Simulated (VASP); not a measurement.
## Ag: single point with r2SCAN

Ag:

```xyz
1
Lattice="-1.5729 1.5729 1.7384 1.5729 -1.5729 1.7384 1.5729 1.5729 -1.7384" Properties=species:S:1:pos:R:3 pbc="T T T"
Ag    0.0000    0.0000    0.0000
```

This cell differs from its parent crystal: strain -0.050 along x and y, +0.050 along z.

```
Program             : VASP 6.6.1
Task                : single point
Functional          : r2SCAN
Potentials or basis : VASP PAW PBE potentials, release 64 (Ag)
Cutoff              : 520 eV
k mesh              : 20 × 20 × 20
Occupations         : gaussian, width 0.15 eV
Spin                : no spin polarisation
```

| Item | Value |
| --- | --- |
| Pressure | 1.4 GPa |
| Band gap on the k mesh | zero (an odd number of electrons rules out a gap without spin polarisation) |

Stress tensor (GPa, compression positive):
```
0.82 0.00 0.00
0.00 0.82 0.00
0.00 0.00 2.54
```

Levels at points of the mesh, in eV from the Fermi level:
| k point | band 2 | band 3 | band 4 | band 5 | band 6 | band 7 | band 8 | band 9 | band 10 | band 11 |
| --- | --- | --- | --- | --- | --- | --- | --- | --- | --- | --- |
| (0.00, 0.00, 0.00) | -5.35 | -5.35 | -4.93 | -4.20 | -3.75 | 17.64 | 19.20 | 19.20 | 23.23 | 25.04 |
| (0.50, 0.00, 0.00) | -5.83 | -4.30 | -3.70 | -2.95 | -0.16 | 3.93 | 14.45 | 15.88 | 21.21 | 22.67 |
| (0.50, 0.50, 0.00) | -6.34 | -3.65 | -3.62 | -2.84 | 0.44 | 4.94 | 12.86 | 13.55 | 19.46 | 20.24 |
| (0.50, 0.50, 0.50) | -6.68 | -3.23 | -3.08 | -3.08 | 5.32 | 8.24 | 8.24 | 11.47 | 14.68 | 14.85 |

Run time: 2.6 min on 1 thread of Intel(R) Xeon(R) 6975P-C (Granite Rapids), with other jobs on the host, peak memory 0.25 GiB.

Caveat: the cell differs from its parent crystal (strain -0.050 along x and y, +0.050 along z); the PAW data sets were made with another functional, which shifts forces and pressure a little.
